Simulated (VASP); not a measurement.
# Li in VASP: a series of runs

Li is run at these levels: PBE; tasks: single point.

Everything below comes from runs of VASP 6.6.1. Logs are shortened: lines on timing, memory, paths and dates and some standing lists are left out, and cuts for length are marked.

### 1 The cell of the first run

The cell holds a slab with vacuum, 2 atoms: a = 3.055 Å, b = 3.055 Å, c = 22.501 Å, α = 90.00°, β = 90.00°, γ = 120.00°.

### 2 Single point, PBE

INCAR reads:

```
PREC     = Accurate       # precision mode
ENCUT    = 520            # plane-wave cutoff, eV
EDIFF    = 1E-6           # SCF threshold, eV
ISMEAR   = -1             # smearing method
SIGMA    = 0.05           # smearing width, eV
LREAL    = False          # projectors in reciprocal space
LASPH    = True           # aspherical terms in the spheres
NELM     = 60             # most SCF steps
ALGO     = Normal         # electronic algorithm
ISIF     = 2              # what is computed and relaxed
LWAVE    = False          # write WAVECAR
LCHARG   = False          # write CHGCAR
LDIPOL   = True         
IDIPOL   = 3            
DIPOL    = 0.5 0.5 0.500
GGA      = PE             # functional
NBANDS   = 10             # bands
```

KPOINTS reads:

```
Automatic mesh
0
Gamma
  15 15 1
```

POSCAR reads:

```
Li
1.0
    3.0545772082      0.0000000000      0.0000000000
   -1.5272886041      2.6453414601      0.0000000000
    0.0000000000      0.0000000000     22.5014000000
Li
2
Direct
    0.8333333330      0.1666666670      0.4444176352
    0.1666666670      0.8333333330      0.5555823648
```

Potentials or basis: VASP PAW PBE potentials, release 64 (Li_sv).

Command:

```sh
> cat potpaw_PBE.64/Li_sv/POTCAR > POTCAR
> mpirun -np 1 vasp_std > vasp.out
```

OUTCAR:

```text
PREC = Accurate
   ENCUT = 520
   EDIFF = 1E-6
   ISMEAR = -1
   LREAL = False
   LASPH = True
   NELM = 60
   ISIF = 2
   GGA = PE

 ion  position               nearest neighbor table
   1  0.833  0.167  0.444-
   2  0.167  0.833  0.556-

  LATTYP: Found a hexagonal cell.
 ALAT       =     3.0545772082
 C/A-ratio  =     7.3664531836

  Lattice vectors:

 A1 = (   3.0545772082,   0.0000000000,   0.0000000000)
 A2 = (  -1.5272886041,   2.6453414601,   0.0000000000)
 A3 = (   0.0000000000,   0.0000000000,  22.5014000000)

Analysis of symmetry for initial positions (statically):
=====================================================================
 Subroutine PRICEL returns:
 Original cell was already a primitive cell.

 Routine SETGRP: Setting up the symmetry group for a
 hexagonal supercell.

 Subroutine GETGRP returns: Found 12 space group operations
 (whereof  4 operations were pure point group operations)
 out of a pool of 24 trial point group operations.

The static configuration has the point symmetry C_2h.
 The point group associated with its full space group is D_3d.

Analysis of symmetry for dynamics (positions and initial velocities):
=====================================================================
 Subroutine PRICEL returns:
 Original cell was already a primitive cell.

 Routine SETGRP: Setting up the symmetry group for a
 hexagonal supercell.

 Subroutine GETGRP returns: Found 12 space group operations
 (whereof  4 operations were pure point group operations)
 out of a pool of 24 trial point group operations.

The dynamic configuration has the point symmetry C_2h.
 The point group associated with its full space group is D_3d.

 Subroutine INISYM returns: Found 12 space group operations
 (whereof  4 operations are pure point group operations),
 and found     1 'primitive' translations

----------------------------------------------------------------------------------------

                                     Primitive cell

  volume of cell :     181.8203

  direct lattice vectors                    reciprocal lattice vectors
     3.054577208  0.000000000  0.000000000     0.327377549  0.189011516  0.000000000
    -1.527288604  2.645341460  0.000000000     0.000000000  0.378023032  0.000000000
     0.000000000  0.000000000 22.501400000     0.000000000  0.000000000  0.044441679

  length of vectors
     3.054577208  3.054577208 22.501400000     0.378023032  0.378023032  0.044441679

  position of ions in fractional coordinates (direct lattice)
     0.833333333  0.166666667  0.444417635
     0.166666667  0.833333333  0.555582365

  ion indices of the primitive-cell ions
   primitive index   ion index
                 1           1
                 2           2

----------------------------------------------------------------------------------------

 KPOINTS: Automatic mesh

Automatic generation of k-mesh.
 Grid dimensions read from file:
 generate k-points for:   15   15    1

 Generating k-lattice:

  Cartesian coordinates                     Fractional coordinates (reciprocal lattice)
     0.021825170  0.012600768  0.000000000     0.066666667  0.000000000  0.000000000
     0.000000000  0.025201535  0.000000000     0.000000000  0.066666667  0.000000000
     0.000000000  0.000000000  0.044441679     0.000000000  0.000000000  1.000000000

  Length of vectors
     0.025201535  0.025201535  0.044441679

  Shift w.r.t. Gamma in fractional coordinates (k-lattice)
     0.000000000  0.000000000  0.000000000

 Subroutine IBZKPT returns following result:
 ===========================================

 Found     27 irreducible k-points:

 Following reciprocal coordinates:
            Coordinates               Weight
  0.000000  0.000000  0.000000      1.000000
  0.066667  0.000000  0.000000      6.000000
  0.133333  0.000000  0.000000      6.000000
  0.200000  0.000000  0.000000      6.000000
  0.266667  0.000000  0.000000      6.000000
  0.333333  0.000000  0.000000      6.000000
[... 16 lines left out ...]
  0.333333  0.200000  0.000000     12.000000
  0.400000  0.200000  0.000000      6.000000
 [... further k-points ...]
   k-points           NKPTS =     27   k-points in BZ     NKDIM =     27   number of bands    NBANDS=     10
   number of dos      NEDOS =    301   number of ions     NIONS =      2
   total plane-waves  NPLWV =  96768
   dimension x,y,z NGX =    24 NGY =   24 NGZ =  168
   dimension x,y,z NGXF=    48 NGYF=   48 NGZF=  336
   ions per type =               2
   NGX,Y,Z   is equivalent  to a cutoff of  13.06, 13.06, 12.41 a.u.
   NGXF,Y,Z  is equivalent  to a cutoff of  26.12, 26.12, 24.82 a.u.
 SYSTEM =  unknown system
   PREC   = accura    normal or accurate (medium, high low for compatibility)
   ISTART =      0    job   : 0-new  1-cont  2-samecut
   ICHARG =      2    charge: 1-file 2-atom 10-const
   ISPIN  =      1    spin polarized calculation?
   LNONCOLLINEAR =      F non collinear calculations
   LSORBIT =      F    spin-orbit coupling
   LASPH  =      T    aspherical Exc in radial PAW
   ENCUT  =  520.0 eV  38.22 Ry    6.18 a.u.   5.68  5.68 41.84*2*pi/ulx,y,z
   NELM   =     60;   NELMIN=  2; NELMDL= -5     # of ELM steps
   EDIFF  = 0.1E-05   stopping-criterion for ELM
   LREAL  =      F    real-space projection
   EDIFFG = 0.1E-04   stopping-criterion for IOM
   NSW    =      0    number of steps for IOM
   IBRION =     -1    ionic relax: 0-MD 1-quasi-New 2-CG
   NFREE  =      0    steps in history (QN), initial steepest desc. (CG)
   ISIF   =      2    stress and relaxation
   ISYM   =      2    0-nonsym 1-usesym 2-fastsym
   POTIM  = 0.5000    time-step for ionic-motion
   TEBEG  =    0.0;   TEEND  =   0.0 temperature during run
   PSTRESS=    0.0 pullay stress
   NELECT =       6.0000    total number of electrons
   NUPDOWN=      -1.0000    fix difference up-down
   EMIN   =  10.00;   EMAX   =-10.00  energy-range for DOS
   EFERMI =   0.00;   METHOD = LEGACY
   ISMEAR =    -1;   SIGMA  =   0.05  broadening in eV -4-tet -1-fermi 0-gaus
   EFERMI_NEDOS =   21; number of points for ismear=-14 and -15
   IALGO  =     38    algorithm
   IMIX   =      4    mixing-type and parameters
     AMIX     =   0.40;   BMIX     =  1.00
     AMIX_MAG =   1.60;   BMIX_MAG =  1.00
  volume/ion in A,a.u.               =      90.91       613.49
  Fermi-wavevector in a.u.,A,eV,Ry     =   0.525103  0.992301  3.751577  0.275733
  Thomas-Fermi vector in A             =   1.545169
   LORBIT       =      0    0 simple, 1 ext, 2 COOP (PROOUT), +10 PAW based schemes
   GGA     = PE    functional components
   LHFCALC =     F    Hartree Fock is set to
   AEXX    =    0.0000 exact exchange contribution
   IVDW    =     0    specifies the selected vdW correction
   LEPSILON=     F    determine dielectric tensor
   LRPA    =     F    only Hartree local field effects (RPA)
 non-spin polarized calculation
  energy-cutoff  :      520.00
  volume of cell :      181.82
 maximum number of plane-waves:      4931
 NGX is ok and might be reduce to    24
   NGX = 11   NGY = 11   NGZ = 83

 number of electron       5.9999996 magnetization

 dipolmoment           0.000000      0.000000      0.000000 electrons x Angstroem

 Free energy of the ion-electron system (eV)
  ---------------------------------------------------
  ext. energy  EPLUGINS =         0.00000000
  ---------------------------------------------------
  free energy    TOTEN  =        -3.30024500 eV

  energy without entropy =       -3.29521943  energy(sigma->0) =       -3.29773222

 E-fermi :  -2.3507     XC(G=0):  -2.3303

 val. band max:       -2.4435900065   @ k =   0.2667   0.0000   0.0000
 cond. band min:      -2.2634556080   @ k =   0.4667   0.0000   0.0000
 fundamental gap:      0.1801343985
 Fermi energy:        -2.3507277815

 k-point     1 :       0.0000    0.0000    0.0000
  band No.  band energies     occupation
      1     -49.3295      2.00000
      2     -49.3208      2.00000
      3      -5.4686      2.00000
      4      -3.5951      2.00000
      5      -2.1854      0.07071
      6       0.5284      0.00000
      7       0.7972      0.00000
      8       1.5354      0.00000
      9       1.8795      0.00000
     10       3.3916      0.00000

 k-point     2 :       0.0667    0.0000    0.0000
  band No.  band energies     occupation
      1     -49.3289      2.00000
      2     -49.3204      2.00000
      3      -5.3973      2.00000
      4      -3.5205      2.00000
      5      -2.0912      0.01108
      6       0.6133      0.00000
      7       0.8920      0.00000
      8       1.6296      0.00000
      9       1.9647      0.00000
     10       3.4834      0.00000

 k-point     3 :       0.1333    0.0000    0.0000
  band No.  band energies     occupation
      1     -49.3272      2.00000
      2     -49.3191      2.00000
      3      -5.1837      2.00000
      4      -3.2984      2.00000
      5      -1.8088      0.00004
      6       0.8656      0.00000
      7       1.1764      0.00000
      8       1.9119      0.00000
      9       2.2188      0.00000
     10       3.7576      0.00000
[... 248 lines left out ...]
 k-point    23 :       0.3333    0.2000    0.0000
  band No.  band energies     occupation
      1     -49.3138      2.00000
      2     -49.3114      2.00000
      3      -2.0639      0.00643
      4      -0.6488      0.00000
      5       1.2506      0.00000
      6       2.2235      0.00000
      7       2.4730      0.00000
      8       3.8496      0.00000
      9       5.2056      0.00000
     10       5.2997      0.00000

 k-point    24 :       0.4000    0.2000    0.0000
  band No.  band energies     occupation
      1     -49.3131      2.00000
      2     -49.3113      2.00000
      3      -1.4797      0.00000
      4      -0.8012      0.00000
      5       1.4066      0.00000
      6       1.4966      0.00000
      7       3.3719      0.00000
      8       3.8878      0.00000
      9       4.2257      0.00000
     10       5.4256      0.00000

 [... further k-points ...]

------------------------ aborting loop because EDIFF is reached ----------------------------------------

 vacuum level on the upper side and lower side of the slab       (xc-potential included)        -0.182        -0.182

  FORCE on cell =-STRESS in cart. coord.  units (eV):
  Direction    XX          YY          ZZ          XY          YZ          ZX
  --------------------------------------------------------------------------------------
  -------------------------------------------------------------------------------------
  Total        0.1464260      0.1464260     -0.3522401      0.0000000      0.0000000      0.0000000
  in kB        1.2902874      1.2902874     -3.1038947      0.0000000      0.0000000      0.0000000
  external PRESSURE =      -0.1744400 kB  Pullay stress =       0.0000000 kB

 VOLUME and BASIS-vectors are now :
 -----------------------------------------------------------------------------
  energy-cutoff  :      520.00
  volume of cell :      181.82
      direct lattice vectors                 reciprocal lattice vectors
     3.054577208  0.000000000  0.000000000     0.327377549  0.189011516  0.000000000
    -1.527288604  2.645341460  0.000000000     0.000000000  0.378023032  0.000000000
     0.000000000  0.000000000 22.501400000     0.000000000  0.000000000  0.044441679

 POSITION                                       TOTAL-FORCE (eV/Angst)
 -----------------------------------------------------------------------------------
      2.29093      0.44089     10.00002         0.000000      0.000000      0.129450
     -0.76364      2.20445     12.50138        -0.000000     -0.000000     -0.129450
 -----------------------------------------------------------------------------------
    total drift:                               -0.000000      0.000000      0.000000

  FREE ENERGIE OF THE ION-ELECTRON SYSTEM (eV)
  ---------------------------------------------------
  free  energy   TOTEN  =        -3.3002450037 eV

  energy  without entropy=       -3.2952194348  energy(sigma->0) =       -3.29773222

 vacuum level on the upper side and lower side of the slab         0.897         0.897
```

Run time: 44 s. Hardware: 1 thread of Intel Xeon Platinum 8259CL at 2.50GHz (Skylake/Cascade Lake), shared host; peak memory 0.3 GiB.

What came out:

* Free energy: -3.3002 eV
* Largest force: 0.129 eV/Å
* Band gap on the k mesh: zero (bands 3 and 4 overlap by 3.03 eV)

Forces on the atoms (eV/Å):
```
Li   0.000  0.000  0.129
Li   0.000  0.000 -0.129
```

Caveat: the cutoff is under 1.25 times the usual one of these potentials, so pressure, stress and relaxed cells hold a basis-set (Pulay) error.

### 3 Single point, PBE

INCAR reads:

```
SYSTEM = Li
ALGO = Normal
DIPOL = 0.5 0.5 0.500
EDIFF = 1E-6
ENCUT = 520
GGA = PE
IDIPOL = 3
ISIF = 2
ISMEAR = -1
LASPH = .True.
LCHARG = .False.
LDIPOL = .True.
LREAL = .False.
LWAVE = .False.
NBANDS = 10
NELM = 80
PREC = Accurate
SIGMA = 0.05
```

KPOINTS reads:

```
k-points
0
Gamma
  15 15 1
  0 0 0
```

POSCAR reads:

```
Li
1.0
    3.0545772082      0.0000000000      0.0000000000
   -1.5272886041      2.6453414601      0.0000000000
    0.0000000000      0.0000000000     22.5014000000
Li
2
Direct
    0.8333333333      0.1666666667      0.4479091156
    0.1666666667      0.8333333333      0.5520908844
```

Potentials or basis: VASP PAW PBE potentials, release 64 (Li_sv).

Command:

```sh
> cat potpaw_PBE.64/Li_sv/POTCAR > POTCAR
> mpirun -np 1 vasp_std > vasp.out
```

OUTCAR:

```text
SYSTEM = Li
   EDIFF = 1E-6
   ENCUT = 520
   GGA = PE
   ISIF = 2
   ISMEAR = -1
   LASPH = .True.
   LREAL = .False.
   NELM = 80
   PREC = Accurate

 ion  position               nearest neighbor table
   1  0.833  0.167  0.448-
   2  0.167  0.833  0.552-

  LATTYP: Found a hexagonal cell.
 ALAT       =     3.0545772082
 C/A-ratio  =     7.3664531836

  Lattice vectors:

 A1 = (   3.0545772082,   0.0000000000,   0.0000000000)
 A2 = (  -1.5272886041,   2.6453414601,   0.0000000000)
 A3 = (   0.0000000000,   0.0000000000,  22.5014000000)

Analysis of symmetry for initial positions (statically):
=====================================================================
 Subroutine PRICEL returns:
 Original cell was already a primitive cell.

 Routine SETGRP: Setting up the symmetry group for a
 hexagonal supercell.

 Subroutine GETGRP returns: Found 12 space group operations
 (whereof  4 operations were pure point group operations)
 out of a pool of 24 trial point group operations.

The static configuration has the point symmetry C_2h.
 The point group associated with its full space group is D_3d.

Analysis of symmetry for dynamics (positions and initial velocities):
=====================================================================
 Subroutine PRICEL returns:
 Original cell was already a primitive cell.

 Routine SETGRP: Setting up the symmetry group for a
 hexagonal supercell.

 Subroutine GETGRP returns: Found 12 space group operations
 (whereof  4 operations were pure point group operations)
 out of a pool of 24 trial point group operations.

The dynamic configuration has the point symmetry C_2h.
 The point group associated with its full space group is D_3d.

 Subroutine INISYM returns: Found 12 space group operations
 (whereof  4 operations are pure point group operations),
 and found     1 'primitive' translations

----------------------------------------------------------------------------------------

                                     Primitive cell

[... 122 lines left out ...]
  energy-cutoff  :      520.00
  volume of cell :      181.82
 maximum number of plane-waves:      4931
 NGX is ok and might be reduce to    24
   NGX = 11   NGY = 11   NGZ = 83

 number of electron       6.0000001 magnetization

 dipolmoment           0.000000      0.000000      0.000000 electrons x Angstroem

 Free energy of the ion-electron system (eV)
  ---------------------------------------------------
  ext. energy  EPLUGINS =         0.00000000
  ---------------------------------------------------
  free energy    TOTEN  =        -3.31076144 eV

  energy without entropy =       -3.30479016  energy(sigma->0) =       -3.30777580

 E-fermi :  -2.3705     XC(G=0):  -2.3043

 val. band max:       -2.3714571337   @ k =   0.4667   0.0000   0.0000
 cond. band min:      -2.1983455499   @ k =   0.2667   0.2667   0.0000
 fundamental gap:      0.1731115838
 Fermi energy:        -2.3704529725

 k-point     1 :       0.0000    0.0000    0.0000
  band No.  band energies     occupation
      1     -49.2944      2.00000
      2     -49.2801      2.00000
      3      -5.5307      2.00000
      4      -3.5420      2.00000
      5      -2.1035      0.00955
      6       0.5673      0.00000
      7       0.7936      0.00000
      8       1.5416      0.00000
      9       1.8927      0.00000
     10       3.3868      0.00000
[... 287 lines left out ...]
 k-point    24 :       0.4000    0.2000    0.0000
  band No.  band energies     occupation
      1     -49.2756      2.00000
      2     -49.2727      2.00000
      3      -1.5956      0.00000
      4      -0.8585      0.00000
      5       1.3569      0.00000
      6       1.6053      0.00000
      7       3.4566      0.00000
      8       3.8776      0.00000
      9       4.3190      0.00000
     10       5.5506      0.00000

 [... further k-points ...]

------------------------ aborting loop because EDIFF is reached ----------------------------------------

 vacuum level on the upper side and lower side of the slab       (xc-potential included)        -0.091        -0.091

  FORCE on cell =-STRESS in cart. coord.  units (eV):
  Direction    XX          YY          ZZ          XY          YZ          ZX
  --------------------------------------------------------------------------------------
  -------------------------------------------------------------------------------------
  Total        0.1466614      0.1466614     -0.0336713     -0.0000000      0.0000000      0.0000000
  in kB        1.2923617      1.2923617     -0.2967069     -0.0000000      0.0000000      0.0000000
  external PRESSURE =       0.7626722 kB  Pullay stress =       0.0000000 kB

 VOLUME and BASIS-vectors are now :
 -----------------------------------------------------------------------------
  energy-cutoff  :      520.00
  volume of cell :      181.82
      direct lattice vectors                 reciprocal lattice vectors
     3.054577208  0.000000000  0.000000000     0.327377549  0.189011516  0.000000000
    -1.527288604  2.645341460  0.000000000     0.000000000  0.378023032  0.000000000
     0.000000000  0.000000000 22.501400000     0.000000000  0.000000000  0.044441679

 POSITION                                       TOTAL-FORCE (eV/Angst)
 -----------------------------------------------------------------------------------
      2.29093      0.44089     10.07858        -0.000000     -0.000000      0.000284
     -0.76364      2.20445     12.42282         0.000000      0.000000     -0.000284
 -----------------------------------------------------------------------------------
    total drift:                               -0.000000      0.000000     -0.000000

  FREE ENERGIE OF THE ION-ELECTRON SYSTEM (eV)
  ---------------------------------------------------
  free  energy   TOTEN  =        -3.3107614365 eV

  energy  without entropy=       -3.3047901568  energy(sigma->0) =       -3.30777580

 vacuum level on the upper side and lower side of the slab         0.899         0.899
```

Run time: 41 s. Hardware: 1 thread of Intel Xeon Platinum 8259CL at 2.50GHz (Skylake/Cascade Lake), shared host; peak memory 0.3 GiB.

What came out:

```yaml
Free_energy: -3.3108 eV
Band_gap_on_the_k_mesh: zero (bands 3 and 4 overlap by 2.84 eV)
```

Levels at points of the mesh, in eV from the Fermi level:
| k point | band 1 | band 2 | band 3 | band 4 | band 5 | band 6 | band 7 | band 8 |
| --- | --- | --- | --- | --- | --- | --- | --- | --- |
| (0.00, 0.00, 0.00) | -46.92 | -46.91 | -3.16 | -1.17 | 0.27 | 2.94 | 3.16 | 3.91 |

Caveat: the cutoff is under 1.25 times the usual one of these potentials, so pressure, stress and relaxed cells hold a basis-set (Pulay) error.
